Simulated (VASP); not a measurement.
# Ta (Im-3m) in VASP: relaxation of cell and atoms with r2SCAN

Aim: the relaxation of cell and atoms of Ta with r2SCAN.

All numbers are computed with VASP 6.6.1; they aren't measurements. Logs are shortened: lines on timing, memory, paths and dates and some standing lists are left out, and cuts for length are marked.

## 1. The cell of the first run

Symmetry: Im-3m, No. 229, cubic system. The conventional cell has a = 3.300 Å, b = 3.300 Å, c = 3.300 Å, α = 90.00°, β = 90.00°, γ = 90.00°. Ta (site symmetry m-3m) has 14 Ta at 2.86 to 3.30 Å within 3.8 Å.

## 2. Relaxation of cell and atoms, r2SCAN

The input, POSCAR:

```
Ta
1.0
   -1.6500000000      1.6500000000      1.6500000000
    1.6500000000     -1.6500000000      1.6500000000
    1.6500000000      1.6500000000     -1.6500000000
Ta
1
Direct
    0.0000000000      0.0000000000      0.0000000000
```

The input, INCAR.step1:

```
SYSTEM = Ta
PREC = Accurate
ENCUT = 550
ISMEAR = 1
SIGMA = 0.05
LREAL = .False.
LASPH = .True.
NELM = 120
GGA = PE
ALGO = Normal
EDIFF = 1E-5
LWAVE = .True.
LCHARG = .False.
GGA_COMPAT = .False.
IBRION = 2
ISIF = 3
EDIFFG = -0.005
NELMIN = 4
NSW = 100
```

The input, INCAR.step2:

```
SYSTEM = Ta
PREC = Accurate
ENCUT = 550
EDIFF = 1E-7
ISMEAR = 1
SIGMA = 0.05
LREAL = .False.
LASPH = .True.
NELM = 120
ALGO = Normal
ISIF = 3
LWAVE = .False.
LCHARG = .False.
METAGGA = R2SCAN
LMIXTAU = .True.
IBRION = 2
NSW = 80
EDIFFG = -0.01
ISTART = 1
GGA_COMPAT = .False.
NELMIN = 4
```

The input, KPOINTS:

```
regular mesh
0
Gamma
  17 17 17
  0 0 0
```

Potentials or basis: VASP PAW PBE potentials, release 64 (Ta_pv).

Command:

```
$ cat potpaw_PBE.64/Ta_pv/POTCAR > POTCAR
$ cp INCAR.step1 INCAR
$ mpirun -np 1 vasp_std > vasp.out
$ cp INCAR.step2 INCAR
$ mpirun -np 1 vasp_std > vasp.out
```

OUTCAR:

```text
SYSTEM = Ta
   PREC = Accurate
   ENCUT = 550
   EDIFF = 1E-7
   ISMEAR = 1
   LREAL = .False.
   LASPH = .True.
   NELM = 120
   ISIF = 3
   METAGGA = R2SCAN
   IBRION = 2
   NSW = 80
   EDIFFG = -0.01
   ISTART = 1
   NELMIN = 4

 ion  position               nearest neighbor table
   1  0.000  0.000  0.000-

  LATTYP: Found a body centered cubic cell.
 ALAT       =     3.3000000000

  Lattice vectors:

 A1 = (  -1.6500000000,   1.6500000000,   1.6500000000)
 A2 = (   1.6500000000,  -1.6500000000,   1.6500000000)
 A3 = (   1.6500000000,   1.6500000000,  -1.6500000000)

Analysis of symmetry for initial positions (statically):
=====================================================================
 Subroutine PRICEL returns:
 Original cell was already a primitive cell.

 Routine SETGRP: Setting up the symmetry group for a
 body centered cubic supercell.

 Subroutine GETGRP returns: Found 48 space group operations
 (whereof 48 operations were pure point group operations)
 out of a pool of 48 trial point group operations.

The static configuration has the point symmetry O_h .

Analysis of symmetry for dynamics (positions and initial velocities):
=====================================================================
 Subroutine PRICEL returns:
 Original cell was already a primitive cell.

 Routine SETGRP: Setting up the symmetry group for a
 body centered cubic supercell.

 Subroutine GETGRP returns: Found 48 space group operations
 (whereof 48 operations were pure point group operations)
 out of a pool of 48 trial point group operations.

The dynamic configuration has the point symmetry O_h .

 Subroutine INISYM returns: Found 48 space group operations
 (whereof 48 operations are pure point group operations),
 and found     1 'primitive' translations

----------------------------------------------------------------------------------------

                                     Primitive cell

  volume of cell :      17.9685

  direct lattice vectors                    reciprocal lattice vectors
    -1.650000000  1.650000000  1.650000000     0.000000000  0.303030303  0.303030303
     1.650000000 -1.650000000  1.650000000     0.303030303  0.000000000  0.303030303
     1.650000000  1.650000000 -1.650000000     0.303030303  0.303030303  0.000000000

  length of vectors
     2.857883832  2.857883832  2.857883832     0.428549564  0.428549564  0.428549564

  position of ions in fractional coordinates (direct lattice)
     0.000000000  0.000000000  0.000000000

  ion indices of the primitive-cell ions
   primitive index   ion index
                 1           1

----------------------------------------------------------------------------------------

 KPOINTS: regular mesh

Automatic generation of k-mesh.
 Grid dimensions read from file:
 generate k-points for:   17   17   17

 Generating k-lattice:

  Cartesian coordinates                     Fractional coordinates (reciprocal lattice)
     0.000000000  0.017825312  0.017825312     0.058823529  0.000000000  0.000000000
     0.017825312  0.000000000  0.017825312     0.000000000  0.058823529  0.000000000
     0.017825312  0.017825312  0.000000000     0.000000000  0.000000000  0.058823529

  Length of vectors
     0.025208798  0.025208798  0.025208798

  Shift w.r.t. Gamma in fractional coordinates (k-lattice)
     0.000000000  0.000000000  0.000000000

 Subroutine IBZKPT returns following result:
 ===========================================

 Found    165 irreducible k-points:

 Following reciprocal coordinates:
            Coordinates               Weight
  0.000000  0.000000  0.000000      1.000000
  0.058824  0.000000  0.000000     12.000000
  0.117647  0.000000  0.000000     12.000000
  0.176471  0.000000  0.000000     12.000000
  0.235294  0.000000  0.000000     12.000000
  0.294118  0.000000  0.000000     12.000000
[... 16 lines left out ...]
  0.411765  0.117647  0.000000     48.000000
  0.176471  0.176471  0.000000     24.000000
 [... further k-points ...]
   k-points           NKPTS =    165   k-points in BZ     NKDIM =    165   number of bands    NBANDS=      9
   number of dos      NEDOS =    301   number of ions     NIONS =      1
   total plane-waves  NPLWV =  13824
   dimension x,y,z NGX =    24 NGY =   24 NGZ =   24
   dimension x,y,z NGXF=    48 NGYF=   48 NGZF=   48
   ions per type =               1
   NGX,Y,Z   is equivalent  to a cutoff of  13.96, 13.96, 13.96 a.u.
   NGXF,Y,Z  is equivalent  to a cutoff of  27.92, 27.92, 27.92 a.u.
 SYSTEM =  Ta
   PREC   = accura    normal or accurate (medium, high low for compatibility)
   ISTART =      1    job   : 0-new  1-cont  2-samecut
   ICHARG =      0    charge: 1-file 2-atom 10-const
   ISPIN  =      1    spin polarized calculation?
   LNONCOLLINEAR =      F non collinear calculations
   LSORBIT =      F    spin-orbit coupling
   LASPH  =      T    aspherical Exc in radial PAW
   ENCUT  =  550.0 eV  40.42 Ry    6.36 a.u.   5.46  5.46  5.46*2*pi/ulx,y,z
   NELM   =    120;   NELMIN=  4; NELMDL=  0     # of ELM steps
   EDIFF  = 0.1E-06   stopping-criterion for ELM
   LREAL  =      F    real-space projection
   EDIFFG = -.1E-01   stopping-criterion for IOM
   NSW    =     80    number of steps for IOM
   IBRION =      2    ionic relax: 0-MD 1-quasi-New 2-CG
   NFREE  =      1    steps in history (QN), initial steepest desc. (CG)
   ISIF   =      3    stress and relaxation
   ISYM   =      2    0-nonsym 1-usesym 2-fastsym
   POTIM  = 0.5000    time-step for ionic-motion
   TEBEG  =    0.0;   TEEND  =   0.0 temperature during run
   PSTRESS=    0.0 pullay stress
   NELECT =      11.0000    total number of electrons
   NUPDOWN=      -1.0000    fix difference up-down
   EMIN   =  10.00;   EMAX   =-10.00  energy-range for DOS
   EFERMI =   0.00;   METHOD = LEGACY
   ISMEAR =     1;   SIGMA  =   0.05  broadening in eV -4-tet -1-fermi 0-gaus
   EFERMI_NEDOS =   21; number of points for ismear=-14 and -15
   IALGO  =     38    algorithm
   IMIX   =      4    mixing-type and parameters
     AMIX     =   0.40;   BMIX     =  1.00
     AMIX_MAG =   1.60;   BMIX_MAG =  1.00
  volume/ion in A,a.u.               =      17.97       121.26
  Fermi-wavevector in a.u.,A,eV,Ry     =   1.390065  2.626842 26.290276  1.932281
  Thomas-Fermi vector in A             =   2.514036
   LORBIT       =      0    0 simple, 1 ext, 2 COOP (PROOUT), +10 PAW based schemes
   METAGGA = R2SCAN    functional components
   LHFCALC =     F    Hartree Fock is set to
   AEXX    =    0.0000 exact exchange contribution
   IVDW    =     0    specifies the selected vdW correction
   LEPSILON=     F    determine dielectric tensor
   LRPA    =     F    only Hartree local field effects (RPA)
 conjugate gradient relaxation of ions
 non-spin polarized calculation
 Methfessel and Paxton  Order N= 1 SIGMA  =   0.05
  energy-cutoff  :      550.00
  volume of cell :       17.97
 maximum number of plane-waves:       543
 NGX is ok and might be reduce to    24
   NGX = 11   NGY = 11   NGZ = 11

--------------------------------------- Ionic step        1  -------------------------------------------

 number of electron      11.0000002 magnetization

 Free energy of the ion-electron system (eV)
  ---------------------------------------------------
  ext. energy  EPLUGINS =         0.00000000
  ---------------------------------------------------
  free energy    TOTEN  =       -48.57876488 eV

  energy without entropy =      -48.57848444  energy(sigma->0) =      -48.57867140

------------------------ aborting loop because EDIFF is reached ----------------------------------------

  FORCE on cell =-STRESS in cart. coord.  units (eV):
  Direction    XX          YY          ZZ          XY          YZ          ZX
  --------------------------------------------------------------------------------------
  -------------------------------------------------------------------------------------
  Total        0.1822070      0.1822070      0.1822070      0.0000000      0.0000000      0.0000000
  in kB       16.2466520     16.2466520     16.2466520      0.0000000      0.0000000      0.0000000
  external PRESSURE =      16.2466520 kB  Pullay stress =       0.0000000 kB
[... 55 lines left out ...]
  energy  without entropy=      -48.5760294562  energy(sigma->0) =      -48.57597319

--------------------------------------- Ionic step        3  -------------------------------------------

 number of electron      11.0000001 magnetization

 Free energy of the ion-electron system (eV)
  ---------------------------------------------------
  ext. energy  EPLUGINS =         0.00000000
  ---------------------------------------------------
  free energy    TOTEN  =       -48.57951465 eV

  energy without entropy =      -48.57935958  energy(sigma->0) =      -48.57946296

 E-fermi :   5.2803     XC(G=0): -13.7375

 val. band max:        5.2799065454   @ k =   0.2353   0.0000   0.0000
 cond. band min:       5.2816359244   @ k =   0.3529   0.1765   0.0588
 fundamental gap:      0.0017293789
 Fermi energy:         5.2802644265

 k-point     1 :       0.0000    0.0000    0.0000
  band No.  band energies     occupation
      1     -28.9764      2.00000
      2     -28.9764      2.00000
      3     -28.9764      2.00000
      4      -3.0297      2.00000
      5       6.1167     -0.00000
      6       6.1167     -0.00000
      7       6.1167     -0.00000
      8       9.5817      0.00000
      9       9.5817      0.00000
[... 265 lines left out ...]
 k-point    24 :       0.1765    0.1765    0.0000
  band No.  band energies     occupation
      1     -29.7591      2.00000
      2     -29.2344      2.00000
      3     -29.0568      2.00000
      4       0.3689      2.00000
      5       4.4177      2.00000
      6       4.7007      2.00000
      7       8.5487      0.00000
      8      10.2140      0.00000
      9      10.3844      0.00000

 [... further k-points ...]
[... 5 lines left out ...]
  --------------------------------------------------------------------------------------
  -------------------------------------------------------------------------------------
  Total       -0.0004398     -0.0004398     -0.0004398     -0.0000000      0.0000000     -0.0000000
  in kB       -0.0388859     -0.0388859     -0.0388859     -0.0000000      0.0000000     -0.0000000
  external PRESSURE =      -0.0388859 kB  Pullay stress =       0.0000000 kB
[... 16 lines left out ...]
  FREE ENERGIE OF THE ION-ELECTRON SYSTEM (eV)
  ---------------------------------------------------
  free  energy   TOTEN  =       -48.5795146522 eV

  energy  without entropy=      -48.5793595837  energy(sigma->0) =      -48.57946296

 reached required accuracy - stopping structural energy minimisation
```

Run time: 1.9 min. Hardware: 1 thread of Intel Xeon 6975P-C (Granite Rapids), shared host; peak memory 0.18 GiB.

What came out:

* Free energy: -48.5795 eV
* Relaxed volume: 18.12 Å³/atom
* Relaxed cell: a = 2.866 Å, b = 2.866 Å, c = 2.866 Å, α = 109.47°, β = 109.47°, γ = 109.47°
* Space group after relaxing (to 0.1 Å): Im-3m (No. 229)
* Energy gained by relaxing: 0.7 meV/atom
* Ionic steps: 3
* Pressure after relaxing: 0.0 GPa
* Band gap on the k mesh: zero (an odd number of electrons rules out a gap without spin polarisation)

The path:
```
step  energy change (eV)  largest force (eV/Å)  pressure (GPa)  volume (Å³)
   1              0.0000                0.0000            1.62        17.97
   2              0.0028                0.0000           -3.48        18.45
   3             -0.0007                0.0000            0.00        18.12
```

Final structure:
```
Ta
1.0
    -1.65461    1.65461    1.65461
     1.65461   -1.65461    1.65461
     1.65461    1.65461   -1.65461
Ta
1
Direct
  0.00000 0.00000 0.00000
```

Levels at points of the mesh, in eV from the Fermi level:
| k point | band 4 | band 5 | band 6 | band 7 | band 8 | band 9 |
| --- | --- | --- | --- | --- | --- | --- |
| (0.00, 0.00, 0.00) | -8.31 | 0.84 | 0.84 | 0.84 | 4.30 | 4.30 |

Caveat: the PAW data sets were made with another functional, which shifts forces and pressure a little; spin-orbit coupling is left out, which moves the levels of the heavy elements.
